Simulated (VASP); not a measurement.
# Sb in VASP: single point with PBEsol

Aim: the single point of Sb with PBEsol.

All numbers are computed with VASP 6.6.1; they aren't measurements. Logs are shortened: lines on timing, memory, paths and dates and some standing lists are left out, and cuts for length are marked.

## (1) The cell of the first run

The cell holds a sheet with vacuum, 2 atoms: a = 4.042 Å, b = 4.042 Å, c = 27.100 Å, α = 90.00°, β = 90.00°, γ = 120.00°.

## (2) Single point, PBEsol

INCAR

```
SYSTEM = Sb
ALGO     = Normal         ! electronic algorithm
DIPOL    = 0.5 0.5 0.289
EDIFF    = 1E-6           ! SCF threshold, eV
ENCUT    = 400            ! plane-wave cutoff, eV
GGA      = PS             ! functional
GGA_COMPAT= .FALSE.      
IDIPOL   = 3            
ISIF     = 2              ! what is computed and relaxed
ISMEAR   = 0              ! smearing method
LASPH    = .TRUE.         ! aspherical terms in the spheres
LCHARG   = .TRUE.         ! write CHGCAR
LDIPOL   = .TRUE.       
LELF     = .TRUE.         ! ELF
LREAL    = .FALSE.        ! projectors in reciprocal space
LVACPOTAV= .TRUE.       
LVHAR    = .TRUE.       
LWAVE    = .FALSE.        ! write WAVECAR
NBANDS   = 22             ! bands
NELM     = 120            ! most SCF steps
NELMDL   = -8           
PREC     = Accurate       ! precision mode
SIGMA    = 0.03           ! smearing width, eV
```

KPOINTS

```
k-points
0
G
  12 12 1
  0 0 0
```

POSCAR

```
Sb
1.0
    4.0418343944      0.0000000000      0.0000000000
   -2.0209171972      3.5003312635      0.0000000000
    0.0000000000      0.0000000000     27.1000000030
Sb
2
Direct
    0.3333333333      0.6666666667      0.2585835369
    0.6666666667      0.3333333333      0.3189072380
```

Potentials or basis: VASP PAW PBE potentials, release 64 (Sb_d_GW).

On the command line:

```console
$ cat potpaw_PBE.64/Sb_d_GW/POTCAR > POTCAR
$ mpirun -np 1 vasp_std > vasp.out
```

OUTCAR:

```text
SYSTEM = Sb
   EDIFF = 1E-6
   ENCUT = 400
   GGA = PS
   ISIF = 2
   ISMEAR = 0
   LASPH = .TRUE.
   LREAL = .FALSE.
   NELM = 120
   NELMDL = -8
   PREC = Accurate

 ion  position               nearest neighbor table
   1  0.333  0.667  0.259-   2 2.85   2 2.85   2 2.85
   2  0.667  0.333  0.319-   1 2.85   1 2.85   1 2.85

  LATTYP: Found a hexagonal cell.
 ALAT       =     4.0418343944
 C/A-ratio  =     6.7048763899

  Lattice vectors:

 A1 = (   4.0418343944,   0.0000000000,   0.0000000000)
 A2 = (  -2.0209171972,   3.5003312635,   0.0000000000)
 A3 = (   0.0000000000,   0.0000000000,  27.1000000030)

Analysis of symmetry for initial positions (statically):
=====================================================================
 Subroutine PRICEL returns:
 Original cell was already a primitive cell.

 Routine SETGRP: Setting up the symmetry group for a
 hexagonal supercell.

 Subroutine GETGRP returns: Found 12 space group operations
 (whereof  6 operations were pure point group operations)
 out of a pool of 24 trial point group operations.

The static configuration has the point symmetry C_3v.
 The point group associated with its full space group is D_3d.

Analysis of symmetry for dynamics (positions and initial velocities):
=====================================================================
 Subroutine PRICEL returns:
 Original cell was already a primitive cell.

 Routine SETGRP: Setting up the symmetry group for a
 hexagonal supercell.

 Subroutine GETGRP returns: Found 12 space group operations
 (whereof  6 operations were pure point group operations)
 out of a pool of 24 trial point group operations.

The dynamic configuration has the point symmetry C_3v.
 The point group associated with its full space group is D_3d.

 Subroutine INISYM returns: Found 12 space group operations
 (whereof  6 operations are pure point group operations),
 and found     1 'primitive' translations

----------------------------------------------------------------------------------------

                                     Primitive cell

  volume of cell :     383.4043

  direct lattice vectors                    reciprocal lattice vectors
     4.041834394  0.000000000  0.000000000     0.247412413  0.142843623  0.000000000
    -2.020917197  3.500331264  0.000000000     0.000000000  0.285687246  0.000000000
     0.000000000  0.000000000 27.100000003     0.000000000  0.000000000  0.036900369

  length of vectors
     4.041834394  4.041834394 27.100000003     0.285687246  0.285687246  0.036900369

  position of ions in fractional coordinates (direct lattice)
     0.333333333  0.666666667  0.258583537
[... 77 lines left out ...]
   NFREE  =      0    steps in history (QN), initial steepest desc. (CG)
   ISIF   =      2    stress and relaxation
   ISYM   =      2    0-nonsym 1-usesym 2-fastsym
   POTIM  = 0.5000    time-step for ionic-motion
   TEBEG  =    0.0;   TEEND  =   0.0 temperature during run
   PSTRESS=    0.0 pullay stress
   NELECT =      30.0000    total number of electrons
   NUPDOWN=      -1.0000    fix difference up-down
   EMIN   =  10.00;   EMAX   =-10.00  energy-range for DOS
   EFERMI =   0.00;   METHOD = LEGACY
   ISMEAR =     0;   SIGMA  =   0.03  broadening in eV -4-tet -1-fermi 0-gaus
   EFERMI_NEDOS =   21; number of points for ismear=-14 and -15
   IALGO  =     38    algorithm
   IMIX   =      4    mixing-type and parameters
     AMIX     =   0.40;   BMIX     =  1.00
     AMIX_MAG =   1.60;   BMIX_MAG =  1.00
  volume/ion in A,a.u.               =     191.70      1293.67
  Fermi-wavevector in a.u.,A,eV,Ry     =   0.700212  1.323209  6.670895  0.490297
  Thomas-Fermi vector in A             =   1.784303
   LORBIT       =      0    0 simple, 1 ext, 2 COOP (PROOUT), +10 PAW based schemes
   GGA     = PS    functional components
   LHFCALC =     F    Hartree Fock is set to
   AEXX    =    0.0000 exact exchange contribution
   IVDW    =     0    specifies the selected vdW correction
   LEPSILON=     F    determine dielectric tensor
   LRPA    =     F    only Hartree local field effects (RPA)
 non-spin polarized calculation
 Gauss-broadening in eV      SIGMA  =   0.03
  energy-cutoff  :      400.00
  volume of cell :      383.40
 maximum number of plane-waves:      7073
 NGX is ok and might be reduce to    28
   NGX = 13   NGY = 13   NGZ = 89

 dipolmoment           0.000000      0.000000      0.000003 electrons x Angstroem

 number of electron      29.9999981 magnetization

 dipolmoment           0.000000      0.000000     -0.000000 electrons x Angstroem

 Free energy of the ion-electron system (eV)
  ---------------------------------------------------
  ext. energy  EPLUGINS =         0.00000000
  ---------------------------------------------------
  free energy    TOTEN  =        -8.79673258 eV

  energy without entropy =       -8.79673258  energy(sigma->0) =       -8.79673258

 E-fermi :  -3.0553     XC(G=0):  -2.0972

 val. band max:       -3.2882741779   @ k =   0.0000   0.0000   0.0000
 cond. band min:      -2.1354056151   @ k =   0.3333  -0.0000   0.0000
 fundamental gap:      1.1528685628
 Fermi energy:        -3.0553296031

 k-point     1 :       0.0000    0.0000    0.0000
  band No.  band energies     occupation
      1     -31.8922      2.00000
      2     -31.8922      2.00000
      3     -31.8078      2.00000
      4     -31.8078      2.00000
      5     -31.7647      2.00000
      6     -31.6869      2.00000
[... 464 lines left out ...]
     21       4.1444      0.00000
     22       4.6044      0.00000

------------------------ aborting loop because EDIFF is reached ----------------------------------------

  FORCE on cell =-STRESS in cart. coord.  units (eV):
  Direction    XX          YY          ZZ          XY          YZ          ZX
  --------------------------------------------------------------------------------------
  -------------------------------------------------------------------------------------
  Total       -0.1074830     -0.1074830     -0.1103003      0.0000000      0.0000000      0.0000000
  in kB       -0.4491521     -0.4491521     -0.4609252      0.0000000      0.0000000      0.0000000
  external PRESSURE =      -0.4530765 kB  Pullay stress =       0.0000000 kB

 VOLUME and BASIS-vectors are now :
 -----------------------------------------------------------------------------
  energy-cutoff  :      400.00
  volume of cell :      383.40
      direct lattice vectors                 reciprocal lattice vectors
     4.041834394  0.000000000  0.000000000     0.247412413  0.142843623  0.000000000
    -2.020917197  3.500331264  0.000000000     0.000000000  0.285687246  0.000000000
     0.000000000  0.000000000 27.100000003     0.000000000  0.000000000  0.036900369

 POSITION                                       TOTAL-FORCE (eV/Angst)
 -----------------------------------------------------------------------------------
     -0.00000      2.33355      7.00761        -0.000000      0.000000      0.001752
      2.02092      1.16678      8.64239         0.000000      0.000000     -0.001752
 -----------------------------------------------------------------------------------
    total drift:                                0.000000     -0.000000      0.000091

  FREE ENERGIE OF THE ION-ELECTRON SYSTEM (eV)
  ---------------------------------------------------
  free  energy   TOTEN  =        -8.7967325806 eV

  energy  without entropy=       -8.7967325806  energy(sigma->0) =       -8.79673258

 vacuum level on the upper side and lower side of the slab         1.481         1.481
```

It took 3 min on 1 thread of Intel Xeon Platinum 8375C at 2.90GHz (Ice Lake), shared host; peak memory 0.42 GiB.

Results:

| Item | Value |
| --- | --- |
| Free energy | -8.7967 eV |
| Band gap on the k mesh | 1.15 eV (least direct gap 1.68 eV) |

Caveat: the PAW data sets were made with another functional, which shifts forces and pressure a little; spin-orbit coupling is left out, which moves the levels of the heavy elements.
